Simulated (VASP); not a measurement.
# Ti (Im-3m) in VASP: notebook

Runs on Ti. Level: PBEsol. Tasks: single point.

All numbers are computed with VASP 6.6.1; they aren't measurements. Logs are shortened: lines on timing, memory, paths and dates and some standing lists are left out, and cuts for length are marked.

## Step 1: The cell of the first run

Symmetry: Im-3m, No. 229, cubic system. Conventional cell: a = 3.166 Å, b = 3.166 Å, c = 3.166 Å, α = 90.00°, β = 90.00°, γ = 90.00°. Within 3.6 Å of Ti (site symmetry m-3m) lie 14 Ti at 2.74 to 3.17 Å.

This isn't the form of Ti at room conditions, which is hcp.

## Step 2: Single point, PBEsol

Contents of INCAR:

```
SYSTEM = Ti
  PREC = Accurate
  ENCUT = 520
  EDIFF = 1E-6
  ISMEAR = -1
  SIGMA = 0.15
  LREAL = .FALSE.
  LASPH = .TRUE.
  NELM = 60
  ALGO = Normal
  ISIF = 2
  LWAVE = .FALSE.
  LCHARG = .FALSE.
  GGA = PS
  NBANDS = 12
```

Contents of KPOINTS:

```
Automatic mesh
0
G
  14 14 14
  0 0 0
```

Contents of POSCAR:

```
Ti
1.0
   -1.5830966817      1.5830966817      1.5830966817
    1.5830966817     -1.5830966817      1.5830966817
    1.5830966817      1.5830966817     -1.5830966817
Ti
1
Direct
    0.0000000000      0.0000000000      0.0000000000
```

Potentials or basis: VASP PAW PBE potentials, release 64 (Ti_sv).

Started as:

```console
$ cat potpaw_PBE.64/Ti_sv/POTCAR > POTCAR
$ mpirun -np 1 vasp_std > vasp.out
```

OUTCAR:

```text
SYSTEM = Ti
   PREC = Accurate
   ENCUT = 520
   EDIFF = 1E-6
   ISMEAR = -1
   LREAL = .FALSE.
   LASPH = .TRUE.
   NELM = 60
   ISIF = 2
   GGA = PS

 ion  position               nearest neighbor table
   1  0.000  0.000  0.000-

  LATTYP: Found a body centered cubic cell.
 ALAT       =     3.1661933634

  Lattice vectors:

 A1 = (  -1.5830966817,   1.5830966817,   1.5830966817)
 A2 = (   1.5830966817,  -1.5830966817,   1.5830966817)
 A3 = (   1.5830966817,   1.5830966817,  -1.5830966817)

Analysis of symmetry for initial positions (statically):
=====================================================================
 Subroutine PRICEL returns:
 Original cell was already a primitive cell.

 Routine SETGRP: Setting up the symmetry group for a
 body centered cubic supercell.

 Subroutine GETGRP returns: Found 48 space group operations
 (whereof 48 operations were pure point group operations)
 out of a pool of 48 trial point group operations.

The static configuration has the point symmetry O_h .

Analysis of symmetry for dynamics (positions and initial velocities):
=====================================================================
 Subroutine PRICEL returns:
 Original cell was already a primitive cell.

 Routine SETGRP: Setting up the symmetry group for a
 body centered cubic supercell.

 Subroutine GETGRP returns: Found 48 space group operations
 (whereof 48 operations were pure point group operations)
 out of a pool of 48 trial point group operations.

The dynamic configuration has the point symmetry O_h .

 Subroutine INISYM returns: Found 48 space group operations
 (whereof 48 operations are pure point group operations),
 and found     1 'primitive' translations

----------------------------------------------------------------------------------------

                                     Primitive cell

  volume of cell :      15.8702

  direct lattice vectors                    reciprocal lattice vectors
    -1.583096682  1.583096682  1.583096682     0.000000000  0.315836680  0.315836680
     1.583096682 -1.583096682  1.583096682     0.315836680  0.000000000  0.315836680
     1.583096682  1.583096682 -1.583096682     0.315836680  0.315836680  0.000000000

  length of vectors
     2.742003886  2.742003886  2.742003886     0.446660516  0.446660516  0.446660516

  position of ions in fractional coordinates (direct lattice)
     0.000000000  0.000000000  0.000000000

  ion indices of the primitive-cell ions
   primitive index   ion index
                 1           1

----------------------------------------------------------------------------------------

 KPOINTS: Automatic mesh

Automatic generation of k-mesh.
 Grid dimensions read from file:
 generate k-points for:   14   14   14

 Generating k-lattice:

  Cartesian coordinates                     Fractional coordinates (reciprocal lattice)
     0.000000000  0.022559763  0.022559763     0.071428571  0.000000000  0.000000000
     0.022559763  0.000000000  0.022559763     0.000000000  0.071428571  0.000000000
     0.022559763  0.022559763  0.000000000     0.000000000  0.000000000  0.071428571

  Length of vectors
     0.031904323  0.031904323  0.031904323

  Shift w.r.t. Gamma in fractional coordinates (k-lattice)
     0.000000000  0.000000000  0.000000000

 Subroutine IBZKPT returns following result:
 ===========================================

 Found    104 irreducible k-points:

 Following reciprocal coordinates:
            Coordinates               Weight
  0.000000  0.000000  0.000000      1.000000
  0.071429  0.000000  0.000000     12.000000
  0.142857  0.000000  0.000000     12.000000
  0.214286  0.000000  0.000000     12.000000
  0.285714  0.000000  0.000000     12.000000
  0.357143  0.000000  0.000000     12.000000
[... 16 lines left out ...]
  0.285714  0.285714  0.000000     24.000000
  0.357143  0.285714  0.000000     24.000000
 [... further k-points ...]
   k-points           NKPTS =    104   k-points in BZ     NKDIM =    104   number of bands    NBANDS=     12
   number of dos      NEDOS =    301   number of ions     NIONS =      1
   total plane-waves  NPLWV =   8000
   dimension x,y,z NGX =    20 NGY =   20 NGZ =   20
   dimension x,y,z NGXF=    40 NGYF=   40 NGZF=   40
   ions per type =               1
   NGX,Y,Z   is equivalent  to a cutoff of  12.13, 12.13, 12.13 a.u.
   NGXF,Y,Z  is equivalent  to a cutoff of  24.25, 24.25, 24.25 a.u.
 SYSTEM =  Ti
   PREC   = accura    normal or accurate (medium, high low for compatibility)
   ISTART =      0    job   : 0-new  1-cont  2-samecut
   ICHARG =      2    charge: 1-file 2-atom 10-const
   ISPIN  =      1    spin polarized calculation?
   LNONCOLLINEAR =      F non collinear calculations
   LSORBIT =      F    spin-orbit coupling
   LASPH  =      T    aspherical Exc in radial PAW
   ENCUT  =  520.0 eV  38.22 Ry    6.18 a.u.   5.10  5.10  5.10*2*pi/ulx,y,z
   NELM   =     60;   NELMIN=  2; NELMDL= -5     # of ELM steps
   EDIFF  = 0.1E-05   stopping-criterion for ELM
   LREAL  =      F    real-space projection
   EDIFFG = 0.1E-04   stopping-criterion for IOM
   NSW    =      0    number of steps for IOM
   IBRION =     -1    ionic relax: 0-MD 1-quasi-New 2-CG
   NFREE  =      0    steps in history (QN), initial steepest desc. (CG)
   ISIF   =      2    stress and relaxation
   ISYM   =      2    0-nonsym 1-usesym 2-fastsym
   POTIM  = 0.5000    time-step for ionic-motion
   TEBEG  =    0.0;   TEEND  =   0.0 temperature during run
   PSTRESS=    0.0 pullay stress
   NELECT =      12.0000    total number of electrons
   NUPDOWN=      -1.0000    fix difference up-down
   EMIN   =  10.00;   EMAX   =-10.00  energy-range for DOS
   EFERMI =   0.00;   METHOD = LEGACY
   ISMEAR =    -1;   SIGMA  =   0.15  broadening in eV -4-tet -1-fermi 0-gaus
   EFERMI_NEDOS =   21; number of points for ismear=-14 and -15
   IALGO  =     38    algorithm
   IMIX   =      4    mixing-type and parameters
     AMIX     =   0.40;   BMIX     =  1.00
     AMIX_MAG =   1.60;   BMIX_MAG =  1.00
  volume/ion in A,a.u.               =      15.87       107.10
  Fermi-wavevector in a.u.,A,eV,Ry     =   1.491447  2.818426 30.264990  2.224414
  Thomas-Fermi vector in A             =   2.604101
   LORBIT       =      0    0 simple, 1 ext, 2 COOP (PROOUT), +10 PAW based schemes
   GGA     = PS    functional components
   LHFCALC =     F    Hartree Fock is set to
   AEXX    =    0.0000 exact exchange contribution
   IVDW    =     0    specifies the selected vdW correction
   LEPSILON=     F    determine dielectric tensor
   LRPA    =     F    only Hartree local field effects (RPA)
 non-spin polarized calculation
  energy-cutoff  :      520.00
  volume of cell :       15.87
 maximum number of plane-waves:       438
   NGX = 11   NGY = 11   NGZ = 11

 number of electron      11.9999998 magnetization

 Free energy of the ion-electron system (eV)
  ---------------------------------------------------
  ext. energy  EPLUGINS =         0.00000000
  ---------------------------------------------------
  free energy    TOTEN  =        -8.30264723 eV

  energy without entropy =       -8.15173128  energy(sigma->0) =       -8.22718926

 E-fermi :   8.9222     XC(G=0): -12.0687

 val. band max:        8.9208767520   @ k =  -0.3571  -0.4286   0.1429
 cond. band min:       8.9341667142   @ k =   0.2857   0.2143   0.0000
 fundamental gap:      0.0132899622
 Fermi energy:         8.9221804460

 k-point     1 :       0.0000    0.0000    0.0000
  band No.  band energies     occupation
      1     -47.1988      2.00000
      2     -23.0258      2.00000
      3     -23.0258      2.00000
      4     -23.0258      2.00000
      5       2.7878      2.00000
      6       9.9870      0.00165
      7       9.9870      0.00165
      8       9.9870      0.00165
      9      11.9670      0.00000
     10      11.9670      0.00000
     11      26.9894      0.00000
     12      26.9894      0.00000

 k-point     2 :       0.0714    0.0000    0.0000
  band No.  band energies     occupation
      1     -47.1894      2.00000
      2     -23.0732      2.00000
      3     -23.0400      2.00000
      4     -23.0262      2.00000
      5       2.9784      2.00000
      6       9.8958      0.00303
      7       9.9607      0.00197
      8      10.1308      0.00063
      9      11.8597      0.00000
     10      11.9722      0.00000
     11      26.7934      0.00000
     12      26.9907      0.00000

 k-point     3 :       0.1429    0.0000    0.0000
  band No.  band energies     occupation
      1     -47.1631      2.00000
      2     -23.2045      2.00000
      3     -23.0797      2.00000
      4     -23.0273      2.00000
      5       3.5241      2.00000
      6       9.6495      0.01555
      7       9.8309      0.00467
      8      10.5486      0.00004
      9      11.6636      0.00000
     10      11.9940      0.00000
     11      26.0727      0.00000
     12      26.7700      0.00000

 k-point     4 :       0.2143    0.0000    0.0000
  band No.  band energies     occupation
      1     -47.1247      2.00000
      2     -23.3908      2.00000
      3     -23.1366      2.00000
      4     -23.0289      2.00000
      5       4.3389      2.00000
      6       9.3154      0.13550
      7       9.5515      0.02968
      8      11.1979      0.00000
      9      11.6031      0.00000
     10      12.0451      0.00000
     11      24.6831      0.00000
     12      25.9988      0.00000

 k-point     5 :       0.2857    0.0000    0.0000
  band No.  band energies     occupation
      1     -47.0819      2.00000
      2     -23.5931      2.00000
      3     -23.1991      2.00000
      4     -23.0307      2.00000
      5       5.2411      2.00000
      6       8.9702      0.84132
      7       9.3094      0.14068
      8      11.7111      0.00000
      9      11.9997      0.00000
     10      12.1309      0.00000
     11      22.8244      0.00000
     12      24.9043      0.00000

 k-point     6 :       0.3571    0.0000    0.0000
  band No.  band energies     occupation
      1     -47.0430      2.00000
      2     -23.7714      2.00000
      3     -23.2548      2.00000
      4     -23.0323      2.00000
      5       5.9195      2.00000
      6       8.6787      1.67048
      7       9.4518      0.05691
      8      11.8705      0.00000
      9      12.2376      0.00000
     10      12.8237      0.00000
     11      20.9040      0.00000
     12      23.8910      0.00000

 k-point     7 :       0.4286    0.0000    0.0000
  band No.  band energies     occupation
      1     -47.0159      2.00000
      2     -23.8929      2.00000
      3     -23.2932      2.00000
      4     -23.0336      2.00000
      5       6.1880      2.00000
      6       8.4865      1.89616
      7      10.0192      0.00133
      8      11.9662      0.00000
      9      12.3301      0.00000
     10      13.4752      0.00000
     11      19.3671      0.00000
     12      23.1986      0.00000

 k-point     8 :       0.5000    0.0000    0.0000
  band No.  band energies     occupation
      1     -47.0062      2.00000
      2     -23.9359      2.00000
      3     -23.3068      2.00000
      4     -23.0340      2.00000
      5       6.2330      2.00000
      6       8.4196      1.93225
      7      10.3808      0.00012
      8      11.9737      0.00000
      9      12.3673      0.00000
     10      13.7294      0.00000
     11      18.7470      0.00000
     12      22.9535      0.00000
[... 166 lines left out ...]
 k-point    20 :       0.2143    0.2143    0.0000
  band No.  band energies     occupation
      1     -47.0329      2.00000
      2     -23.7189      2.00000
      3     -23.3036      2.00000
      4     -23.1038      2.00000
      5       6.4970      2.00000
      6       8.4882      1.89502
      7       8.9463      0.91971
      8      11.5817      0.00000
      9      12.4120      0.00000
     10      13.5405      0.00000
     11      22.0777      0.00000
     12      22.1181      0.00000

 k-point    21 :       0.2857    0.2143    0.0000
  band No.  band energies     occupation
      1     -47.0064      2.00000
      2     -23.7787      2.00000
      3     -23.3930      2.00000
      4     -23.1159      2.00000
      5       7.0454      1.99999
      6       8.3429      1.95880
      7       8.9342      0.96007
      8      11.7688      0.00000
      9      12.4587      0.00000
     10      14.5961      0.00000
     11      20.2003      0.00000
     12      21.3759      0.00000

 k-point    22 :       0.3571    0.2143    0.0000
  band No.  band energies     occupation
      1     -46.9917      2.00000
      2     -23.8041      2.00000
      3     -23.4517      2.00000
      4     -23.1210      2.00000
      5       7.1875      1.99998
      6       8.3981      1.94101
      7       9.0049      0.73107
      8      11.9123      0.00000
      9      12.5125      0.00000
     10      15.5066      0.00000
     11      18.7669      0.00000
     12      20.9324      0.00000

 k-point    23 :       0.2857    0.2857    0.0000
  band No.  band energies     occupation
      1     -46.9895      2.00000
      2     -23.7530      2.00000
      3     -23.5075      2.00000
      4     -23.1314      2.00000
      5       7.5540      1.99978
      6       8.2117      1.98261
      7       8.7804      1.44040
      8      11.9612      0.00000
      9      12.4264      0.00000
     10      15.8796      0.00000
     11      19.4407      0.00000
     12      19.7080      0.00000

 k-point    24 :       0.3571    0.2857    0.0000
  band No.  band energies     occupation
      1     -46.9835      2.00000
      2     -23.7175      2.00000
      3     -23.5757      2.00000
      4     -23.1360      2.00000
      5       7.6993      1.99942
      6       8.3291      1.96237
      7       8.5964      1.79544
      8      12.1007      0.00000
      9      12.3714      0.00000
     10      16.8626      0.00000
     11      18.3155      0.00000
     12      19.4098      0.00000

 [... further k-points ...]
[... 5 lines left out ...]
  --------------------------------------------------------------------------------------
  -------------------------------------------------------------------------------------
  Total        0.5603464      0.5603464      0.5603464     -0.0000000     -0.0000000      0.0000000
  in kB       56.5698251     56.5698251     56.5698251     -0.0000000     -0.0000000      0.0000000
  external PRESSURE =      56.5698251 kB  Pullay stress =       0.0000000 kB

 VOLUME and BASIS-vectors are now :
 -----------------------------------------------------------------------------
  energy-cutoff  :      520.00
  volume of cell :       15.87
      direct lattice vectors                 reciprocal lattice vectors
    -1.583096682  1.583096682  1.583096682     0.000000000  0.315836680  0.315836680
     1.583096682 -1.583096682  1.583096682     0.315836680  0.000000000  0.315836680
     1.583096682  1.583096682 -1.583096682     0.315836680  0.315836680  0.000000000

 POSITION                                       TOTAL-FORCE (eV/Angst)
 -----------------------------------------------------------------------------------
      0.00000      0.00000      0.00000         0.000000      0.000000     -0.000000
 -----------------------------------------------------------------------------------
    total drift:                                0.000000     -0.000000      0.000000

  FREE ENERGIE OF THE ION-ELECTRON SYSTEM (eV)
  ---------------------------------------------------
  free  energy   TOTEN  =        -8.3026472349 eV

  energy  without entropy=       -8.1517312842  energy(sigma->0) =       -8.22718926
```

It took 6.9 s on 1 thread of Intel Xeon 6975P-C (Granite Rapids), shared host; peak memory 0.13 GiB.

What came out:

```yaml
Free_energy: -8.3026 eV
Pressure: 5.7 GPa
Band_gap_on_the_k_mesh: zero (bands 6 and 7 overlap by 1.79 eV)
```

Levels at points of the mesh, in eV from the Fermi level:
```csv
k point,band 4,band 5,band 6,band 7,band 8,band 9
"(0.00, 0.00, 0.00)",-31.95,-6.13,1.06,1.06,1.06,3.04
"(0.50, 0.00, 0.00)",-31.96,-2.69,-0.50,1.46,3.05,3.45
"(0.50, 0.50, 0.50)",-32.56,-2.43,-2.43,4.40,4.40,4.40
```

Caveat: the cell stands under pressure; the PAW data sets were made with another functional, which shifts forces and pressure a little.

[end of part 1 of 2]
